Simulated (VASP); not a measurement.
Set up this calculation in VASP 6.6.1, as the native input.

```
Task                   : relaxation of cell and atoms
Functional             : PBEsol
Potentials or basis    : VASP PAW PBE potentials, release 64 (Ti_sv, Al)
Cutoff                 : 600 eV
k mesh                 : 11 × 11 × 6
Occupations            : fermi-dirac, width 0.05 eV
Spin                   : no spin polarisation
Target pressure        : 2 GPa
Dipole correction      : no
Further INCAR settings : ALGO = Fast; EDIFF = 1e-06; IBRION = 2; EDIFFG = -0.01; NSW = 60; ISIF = 3
```

The structure of TiAl lies in POSCAR:

```
TiAl
1.0
    2.8672622327      0.0000000000      0.0000000000
   -1.4336311163      2.4831219328      0.0000000000
    0.0000000000      0.0000000000      4.6780830000
Ti Al
1 1
Direct
    0.0000000000      0.0000000000      0.0000000000
    0.3333333333      0.6666666667      0.5000000000
```

These files were run (other wordings do the same):

INCAR

```
PREC = Accurate
ENCUT = 600
EDIFF = 1E-6
ISMEAR = -1
SIGMA = 0.05
LREAL = False
LASPH = True
NELM = 80
ALGO = Fast
ISIF = 3
LWAVE = False
LCHARG = False
GGA = PS
IBRION = 2
NSW = 60
EDIFFG = -0.01
PSTRESS = 20.0
```

KPOINTS

```
Automatic mesh
0
Gamma
  11 11 6
```

Potentials or basis: VASP PAW PBE potentials, release 64 (Ti_sv, Al).

The run is started by

```bash
$ cat potpaw_PBE.64/Ti_sv/POTCAR potpaw_PBE.64/Al/POTCAR > POTCAR
$ mpirun -np 1 vasp_std > vasp.out
```

Results of the run:

- Relaxed volume: 15.94 Å³/atom
- Relaxed cell: a = 2.830 Å, b = 2.830 Å, c = 4.596 Å, α = 90.00°, β = 90.00°, γ = 120.00°
- Space group after relaxing (to 0.05 Å): P-6m2 (No. 187)
- Energy change on relaxing (the enthalpy is what falls): -2.6 meV/atom
- Ionic steps: 3
- Pressure after relaxing: 2.0 GPa

Caveat: the cell is relaxed towards a set pressure, so the enthalpy falls and the energy may rise; the PAW data sets were made with another functional, which shifts forces and pressure a little.

Wall time 60 s on 1 thread of Intel(R) Xeon(R) 6975P-C (Granite Rapids), with other jobs on the host, peak memory 0.19 GiB.
